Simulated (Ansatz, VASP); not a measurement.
Ni in VASP and in Ansatz

The input INCAR:

```
PREC = Accurate
ENCUT = 520
EDIFF = 1E-6
ISMEAR = -1
SIGMA = 0.1
LREAL = F
LASPH = T
NELM = 150
ALGO = Normal
ISIF = 2
LWAVE = F
LCHARG = F
MAGMOM = 0 0 0
LORBIT = 11
LSORBIT = T
GGA_COMPAT = F
LORBMOM = T
LMAXMIX = 4
GGA = RE
NBANDS = 21
```

Contents of KPOINTS:

```
Automatic mesh
0
Gamma
  15 15 15
```

Contents of POSCAR:

```
Ni
1.0
    0.0000000000      1.7692174731      1.7692174731
    1.7692174731      0.0000000000      1.7692174731
    1.7692174731      1.7692174731      0.0000000000
Ni
1
Direct
    0.0000000000      0.0000000000      0.0000000000
```

Input for Ansatz:

```yaml
crystal:
  lattice:
    - [0.0, 1.7692174731, 1.7692174731]
    - [1.7692174731, 0.0, 1.7692174731]
    - [1.7692174731, 1.7692174731, 0.0]
  atoms:
    - { symbol: Ni, position: [0.0, 0.0, 0.0] }
hamiltonian:
  xc: revpbe
  pseudopotentials:
    kind: paw_fr
    azcp:
      Ni: "pseudopotentials/Ni.paw.azcp"
basis:
  ecutwfc: 420
  fft_grid_basis: typed
kpoints:
  mp_grid: { grid: [15, 15, 15], shift: [0, 0, 0] }
magnetization:
  noncollinear: true
  spin_orbit: true
scf:
  occupations: { method: fermi_dirac, width: 0.1 }
```

Alike in both runs: task single point; functional revPBE; k mesh 15 × 15 × 15; occupations fermi-dirac, width 0.1 eV; non-collinear spin, spin-orbit coupling.

```csv
,VASP,Ansatz
version,VASP 6.6.1,Ansatz 0.2.0
potentials or method,"VASP PAW PBE potentials, release 64 (Ni), cutoff 520 eV","plane waves (420 eV) with PAW, fully relativistic with spin-orbit coupling"
valence electrons in the cell,10,18
```

|  | VASP | Ansatz | Ansatz less VASP |
| --- | --- | --- | --- |
| net moment per atom (μB) | 0.00 | 0.00 | 0.000 |

VASP's potentials were made for PBE, not for revPBE. The functional is the same, so the differences come from potentials, cutoffs and numerics. VASP's potentials hold 10 valence electrons a cell and Ansatz's 18, so a difference there can come from the potentials and not from the codes.
